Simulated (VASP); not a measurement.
# Bi (P2_1/m) in VASP: single point with r2SCAN

Aim: the single point of Bi with r2SCAN.

Program: VASP 6.6.1. These are calculated values, not measurements. Logs are shortened: lines on timing, memory, paths and dates and some standing lists are left out, and cuts for length are marked.

**1. The cell of the first run**

Symmetry: P2_1/m, No. 11, monoclinic system. Conventional cell: a = 4.750 Å, b = 4.615 Å, c = 6.649 Å, α = 90.00°, β = 93.04°, γ = 90.00°. Within 4.3 Å of Bi (site symmetry m) lie 6 Bi at 3.31 to 3.33 Å. Within 4.3 Å of Bi (site symmetry m) lie 6 Bi at 3.31 to 3.33 Å.

**2. Single point, r2SCAN**

The input, POSCAR:

```
Bi
1.0
    4.7497767948      0.0000000000      0.0000000000
    0.0000000000      4.6151638354      0.0000000000
   -0.3527589723      0.0000000000      6.6396657483
Bi
4
Direct
    0.2513749200      0.2500000000      0.7487333800
    0.7486250800      0.7500000000      0.2512666200
    0.2498876900      0.2500000000      0.2488803300
    0.7501123100      0.7500000000      0.7511196700
```

The input, INCAR.step1:

```
PREC = Accurate
ENCUT = 520
ISMEAR = -1
SIGMA = 0.05
LREAL = False
LASPH = True
NELM = 80
NBANDS = 38
GGA = PE
ALGO = Normal
EDIFF = 1E-4
LWAVE = True
LCHARG = False
```

The input, INCAR.step2:

```
PREC = Accurate
ENCUT = 520
EDIFF = 1E-6
ISMEAR = -1
SIGMA = 0.05
LREAL = False
LASPH = True
NELM = 80
ALGO = Normal
ISIF = 2
LWAVE = False
LCHARG = False
METAGGA = R2SCAN
LMIXTAU = True
NBANDS = 38
ISTART = 1
```

The input, KPOINTS:

```
Automatic mesh
0
Gamma
  6 6 4
```

Potentials or basis: VASP PAW PBE potentials, release 64 (Bi_d).

Started as:

```console
$ cat potpaw_PBE.64/Bi_d/POTCAR > POTCAR
$ cp INCAR.step1 INCAR
$ mpirun -np 1 vasp_std > vasp.out
$ cp INCAR.step2 INCAR
$ mpirun -np 1 vasp_std > vasp.out
```

OUTCAR:

```text
PREC = Accurate
   ENCUT = 520
   EDIFF = 1E-6
   ISMEAR = -1
   LREAL = False
   LASPH = True
   NELM = 80
   ISIF = 2
   METAGGA = R2SCAN
   ISTART = 1

 ion  position               nearest neighbor table
   1  0.251  0.250  0.749-   4 3.31   4 3.31   4 3.32   4 3.32   3 3.32   3 3.33
   2  0.749  0.750  0.251-   3 3.31   3 3.31   3 3.32   3 3.32   4 3.32   4 3.33
   3  0.250  0.250  0.249-   2 3.31   2 3.31   2 3.32   2 3.32   1 3.32   1 3.33
   4  0.750  0.750  0.751-   1 3.31   1 3.31   1 3.32   1 3.32   2 3.32   2 3.33

  LATTYP: Found a simple monoclinic cell.
 ALAT       =     4.7497767948
 B/A-ratio  =     0.9716590978
 C/A-ratio  =     1.3998615729
 COS(beta)  =    -0.0530542006

  Lattice vectors:

 A1 = (   4.7497767948,   0.0000000000,   0.0000000000)
 A2 = (   0.0000000000,   4.6151638354,   0.0000000000)
 A3 = (  -0.3527589723,   0.0000000000,   6.6396657483)

Analysis of symmetry for initial positions (statically):
=====================================================================
 Subroutine PRICEL returns:
 Original cell was already a primitive cell.

 Routine SETGRP: Setting up the symmetry group for a
 simple monoclinic supercell.

 Subroutine GETGRP returns: Found  4 space group operations
 (whereof  2 operations were pure point group operations)
 out of a pool of  4 trial point group operations.

The static configuration has the point symmetry S_2 .
 The point group associated with its full space group is C_2h.

Analysis of symmetry for dynamics (positions and initial velocities):
=====================================================================
 Subroutine PRICEL returns:
 Original cell was already a primitive cell.

 Routine SETGRP: Setting up the symmetry group for a
 simple monoclinic supercell.

 Subroutine GETGRP returns: Found  4 space group operations
 (whereof  2 operations were pure point group operations)
 out of a pool of  4 trial point group operations.

The dynamic configuration has the point symmetry S_2 .
 The point group associated with its full space group is C_2h.

 Subroutine INISYM returns: Found  4 space group operations
 (whereof  2 operations are pure point group operations),
 and found     1 'primitive' translations

----------------------------------------------------------------------------------------

                                     Primitive cell

  volume of cell :     145.5481

  direct lattice vectors                    reciprocal lattice vectors
     4.749776795  0.000000000  0.000000000     0.210536209  0.000000000  0.011185584
     0.000000000  4.615163835  0.000000000     0.000000000  0.216677032  0.000000000
    -0.352758972  0.000000000  6.639665748     0.000000000  0.000000000  0.150609991

  length of vectors
     4.749776795  4.615163835  6.649030015     0.210833139  0.216677032  0.150609991

  position of ions in fractional coordinates (direct lattice)
     0.251374920  0.250000000  0.748733380
     0.748625080  0.750000000  0.251266620
     0.249887690  0.250000000  0.248880330
     0.750112310  0.750000000  0.751119670

  ion indices of the primitive-cell ions
   primitive index   ion index
                 1           1
                 2           2
                 3           3
                 4           4

----------------------------------------------------------------------------------------

 KPOINTS: Automatic mesh

Automatic generation of k-mesh.
 Grid dimensions read from file:
 generate k-points for:    6    6    4

 Generating k-lattice:

  Cartesian coordinates                     Fractional coordinates (reciprocal lattice)
     0.035089368  0.000000000  0.001864264     0.166666667  0.000000000  0.000000000
     0.000000000  0.036112839  0.000000000     0.000000000  0.166666667  0.000000000
     0.000000000  0.000000000  0.037652498     0.000000000  0.000000000  0.250000000

  Length of vectors
     0.035138857  0.036112839  0.037652498

  Shift w.r.t. Gamma in fractional coordinates (k-lattice)
     0.000000000  0.000000000  0.000000000

 Subroutine IBZKPT returns following result:
 ===========================================

 Found     56 irreducible k-points:

 Following reciprocal coordinates:
            Coordinates               Weight
  0.000000  0.000000  0.000000      1.000000
  0.166667  0.000000  0.000000      2.000000
  0.333333  0.000000  0.000000      2.000000
  0.500000  0.000000 -0.000000      1.000000
  0.000000  0.166667  0.000000      2.000000
  0.166667  0.166667  0.000000      4.000000
[... 16 lines left out ...]
  0.000000  0.166667  0.250000      4.000000
  0.166667  0.166667  0.250000      4.000000
 [... further k-points ...]
   k-points           NKPTS =     56   k-points in BZ     NKDIM =     56   number of bands    NBANDS=     38
   number of dos      NEDOS =    301   number of ions     NIONS =      4
   total plane-waves  NPLWV =  64800
   dimension x,y,z NGX =    36 NGY =   36 NGZ =   50
   dimension x,y,z NGXF=    72 NGYF=   72 NGZF=  100
   ions per type =               4
   NGX,Y,Z   is equivalent  to a cutoff of  12.60, 12.97, 12.50 a.u.
   NGXF,Y,Z  is equivalent  to a cutoff of  25.20, 25.94, 25.00 a.u.
 SYSTEM =  unknown system
   PREC   = accura    normal or accurate (medium, high low for compatibility)
   ISTART =      1    job   : 0-new  1-cont  2-samecut
   ICHARG =      0    charge: 1-file 2-atom 10-const
   ISPIN  =      1    spin polarized calculation?
   LNONCOLLINEAR =      F non collinear calculations
   LSORBIT =      F    spin-orbit coupling
   LASPH  =      T    aspherical Exc in radial PAW
   ENCUT  =  520.0 eV  38.22 Ry    6.18 a.u.   8.83  8.58 12.36*2*pi/ulx,y,z
   NELM   =     80;   NELMIN=  2; NELMDL=  0     # of ELM steps
   EDIFF  = 0.1E-05   stopping-criterion for ELM
   LREAL  =      F    real-space projection
   EDIFFG = 0.1E-04   stopping-criterion for IOM
   NSW    =      0    number of steps for IOM
   IBRION =     -1    ionic relax: 0-MD 1-quasi-New 2-CG
   NFREE  =      0    steps in history (QN), initial steepest desc. (CG)
   ISIF   =      2    stress and relaxation
   ISYM   =      2    0-nonsym 1-usesym 2-fastsym
   POTIM  = 0.5000    time-step for ionic-motion
   TEBEG  =    0.0;   TEEND  =   0.0 temperature during run
   PSTRESS=    0.0 pullay stress
   NELECT =      60.0000    total number of electrons
   NUPDOWN=      -1.0000    fix difference up-down
   EMIN   =  10.00;   EMAX   =-10.00  energy-range for DOS
   EFERMI =   0.00;   METHOD = LEGACY
   ISMEAR =    -1;   SIGMA  =   0.05  broadening in eV -4-tet -1-fermi 0-gaus
   EFERMI_NEDOS =   21; number of points for ismear=-14 and -15
   IALGO  =     38    algorithm
   IMIX   =      4    mixing-type and parameters
     AMIX     =   0.40;   BMIX     =  1.00
     AMIX_MAG =   1.60;   BMIX_MAG =  1.00
  volume/ion in A,a.u.               =      36.39       245.55
  Fermi-wavevector in a.u.,A,eV,Ry     =   1.218400  2.302441 20.197815  1.484497
  Thomas-Fermi vector in A             =   2.353687
   LORBIT       =      0    0 simple, 1 ext, 2 COOP (PROOUT), +10 PAW based schemes
   METAGGA = R2SCAN    functional components
   LHFCALC =     F    Hartree Fock is set to
   AEXX    =    0.0000 exact exchange contribution
   IVDW    =     0    specifies the selected vdW correction
   LEPSILON=     F    determine dielectric tensor
   LRPA    =     F    only Hartree local field effects (RPA)
 non-spin polarized calculation
  energy-cutoff  :      520.00
  volume of cell :      145.55
 maximum number of plane-waves:      3944
   NGX = 17   NGY = 17   NGZ = 25

 number of electron      60.0000002 magnetization

 Free energy of the ion-electron system (eV)
  ---------------------------------------------------
  ext. energy  EPLUGINS =         0.00000000
  ---------------------------------------------------
  free energy    TOTEN  =      -233.63163500 eV

  energy without entropy =     -233.60676288  energy(sigma->0) =     -233.61919894

 E-fermi :   5.8226     XC(G=0): -10.0995

 val. band max:        5.8115423559   @ k =  -0.1667   0.1667   0.2500
 cond. band min:       5.8246227643   @ k =   0.5000   0.0000   0.5000
 fundamental gap:      0.0130804084
 Fermi energy:         5.8226288870

 k-point     1 :       0.0000    0.0000    0.0000
  band No.  band energies     occupation
      1     -17.7542      2.00000
      2     -17.7442      2.00000
      3     -17.7430      2.00000
      4     -17.6293      2.00000
      5     -17.6210      2.00000
      6     -17.6130      2.00000
[... 30 lines left out ...]
     37      11.2803      0.00000
     38      11.8289      0.00000

 k-point     2 :       0.1667    0.0000    0.0000
  band No.  band energies     occupation
      1     -17.7347      2.00000
      2     -17.7284      2.00000
      3     -17.7175      2.00000
      4     -17.6226      2.00000
      5     -17.6151      2.00000
      6     -17.6119      2.00000
[... 30 lines left out ...]
     37      11.1742      0.00000
     38      11.9854      0.00000

 k-point     3 :       0.3333    0.0000    0.0000
  band No.  band energies     occupation
      1     -17.7093      2.00000
      2     -17.6567      2.00000
      3     -17.6470      2.00000
      4     -17.6437      2.00000
      5     -17.5946      2.00000
      6     -17.5894      2.00000
[... 30 lines left out ...]
     37      11.3422      0.00000
     38      11.4893      0.00000

 k-point     4 :       0.5000    0.0000   -0.0000
  band No.  band energies     occupation
      1     -17.6769      2.00000
      2     -17.6745      2.00000
      3     -17.5737      2.00000
      4     -17.5724      2.00000
      5     -17.5707      2.00000
      6     -17.5683      2.00000
[... 30 lines left out ...]
     37      12.0752      0.00000
     38      12.0891      0.00000
[... 703 lines left out ...]
      4     -17.6153      2.00000
      5     -17.6087      2.00000
      6     -17.5948      2.00000
[... 30 lines left out ...]
     37      10.0551      0.00000
     38      11.2229      0.00000

 k-point    23 :       0.0000    0.1667    0.2500
  band No.  band energies     occupation
      1     -17.7270      2.00000
      2     -17.7193      2.00000
      3     -17.6989      2.00000
      4     -17.6145      2.00000
      5     -17.6082      2.00000
      6     -17.5946      2.00000
[... 30 lines left out ...]
     37      10.3067      0.00000
     38      11.2955      0.00000

 k-point    24 :       0.1667    0.1667    0.2500
  band No.  band energies     occupation
      1     -17.7249      2.00000
      2     -17.7021      2.00000
      3     -17.6704      2.00000
      4     -17.6037      2.00000
      5     -17.6028      2.00000
      6     -17.5963      2.00000
[... 30 lines left out ...]
     37      10.7642      0.00000
     38      10.9442      0.00000

 [... further k-points ...]
[... 5 lines left out ...]
  --------------------------------------------------------------------------------------
  -------------------------------------------------------------------------------------
  Total       -3.0644652     -2.3841434     -1.5084810      0.0000000      0.0000000      0.3523905
  in kB      -33.7332922    -26.2443863    -16.6051918      0.0000000      0.0000000      3.8790759
  external PRESSURE =     -25.5276234 kB  Pullay stress =       0.0000000 kB

 VOLUME and BASIS-vectors are now :
 -----------------------------------------------------------------------------
  energy-cutoff  :      520.00
  volume of cell :      145.55
      direct lattice vectors                 reciprocal lattice vectors
     4.749776795  0.000000000  0.000000000     0.210536209  0.000000000  0.011185584
     0.000000000  4.615163835  0.000000000     0.000000000  0.216677032  0.000000000
    -0.352758972  0.000000000  6.639665748     0.000000000  0.000000000  0.150609991

 POSITION                                       TOTAL-FORCE (eV/Angst)
 -----------------------------------------------------------------------------------
      0.92985      1.15379      4.97134         0.009390      0.000000     -0.001189
      3.46717      3.46137      1.66833        -0.009390      0.000000      0.001189
      1.09912      1.15379      1.65248         0.009415     -0.000000      0.007181
      3.29790      3.46137      4.98718        -0.009415      0.000000     -0.007181
 -----------------------------------------------------------------------------------
    total drift:                               -0.000000      0.000000      0.000000

  FREE ENERGIE OF THE ION-ELECTRON SYSTEM (eV)
  ---------------------------------------------------
  free  energy   TOTEN  =      -233.6316350034 eV

  energy  without entropy=     -233.6067628839  energy(sigma->0) =     -233.61919894
```

It took 26 min on 1 thread of Oxide Virtual Turin-like, shared host; peak memory 0.36 GiB.

Results:

```
Free energy            : -233.6316 eV
Pressure               : -2.6 GPa
Largest force          : 0.012 eV/Å
Band gap on the k mesh : zero (bands 30 and 31 overlap by 0.36 eV)
```

Forces on the atoms (eV/Å):
```
Bi   0.009  0.000 -0.001
Bi  -0.009  0.000  0.001
Bi   0.009  0.000  0.007
Bi  -0.009  0.000 -0.007
```

Stress tensor (GPa, compression positive):
```
-3.37  0.00  0.39
 0.00 -2.62  0.00
 0.39  0.00 -1.66
```

Levels at points of the mesh, in eV from the Fermi level:
```csv
k point,band 28,band 29,band 30,band 31,band 32,band 33
"(0.00, 0.00, 0.00)",-1.77,-1.28,-1.18,3.04,3.14,3.25
"(0.50, 0.00, 0.00)",-0.87,-0.83,-0.79,0.88,0.93,1.04
"(0.00, 0.50, 0.00)",-1.09,-0.98,-0.98,0.70,0.70,0.81
"(0.50, 0.50, 0.00)",-3.26,-2.88,-2.88,3.25,3.25,4.82
"(0.00, 0.00, 0.50)",-2.22,-1.74,-1.73,1.90,1.92,3.88
"(0.50, 0.00, 0.50)",-0.20,-0.18,-0.18,-0.01,-0.01,0.00
"(0.00, 0.50, 0.50)",-0.47,-0.19,-0.19,-0.19,-0.19,-0.12
"(0.50, 0.50, 0.50)",-4.11,0.11,0.11,0.12,0.12,5.74
```

Caveat: the PAW data sets were made with another functional, which shifts forces and pressure a little; spin-orbit coupling is left out, which moves the levels of the heavy elements.
